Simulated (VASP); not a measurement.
Set up this calculation in VASP 6.6.1, as the native input.

```
Task                   : single point
Functional             : PBE
Potentials or basis    : VASP PAW PBE potentials, release 64 (As)
Cutoff                 : 500 eV
k mesh                 : 6 × 6 × 6
Occupations            : fermi-dirac, width 0.23 eV
Spin                   : no spin polarisation
Dipole correction      : no
Further INCAR settings : ALGO = Normal; EDIFF = 1e-06; NBANDS = 12
```

The structure of As lies in POSCAR:

```
As
1.0
    1.8797494575      1.0852738553      3.4857700000
   -1.8797494575      1.0852738553      3.4857700000
    0.0000000000     -2.1705477106      3.4857700000
As
2
Direct
    0.2275400000      0.2275400000      0.2275400000
    0.7724600000      0.7724600000      0.7724600000
```

These files were run (other wordings do the same):

INCAR

```
PREC = Accurate
ENCUT = 500
EDIFF = 1E-6
ISMEAR = -1
SIGMA = 0.23
LREAL = F
LASPH = T
NELM = 120
ALGO = Normal
ISIF = 2
LWAVE = F
LCHARG = T
GGA = PE
LELF = T
LVHAR = T
NBANDS = 12
GGA_COMPAT = F
```

KPOINTS

```
regular mesh
0
Gamma
  6 6 6
```

Potentials or basis: VASP PAW PBE potentials, release 64 (As).

Command:

```bash
$ cat potpaw_PBE.64/As/POTCAR > POTCAR
$ mpirun -np 1 vasp_std > vasp.out
```

It gave:

```
Pressure               : 3.7 GPa
Largest force          : 0.229 eV/Å
Band gap on the k mesh : zero (band 5 reaches 5.59 eV, above the bottom of band 6 at 5.25 eV)
```

Run time: 20 s on 1 thread of Intel(R) Xeon(R) Platinum 8375C CPU @ 2.90GHz (Ice Lake), on a shared host, peak memory 0.17 GiB.
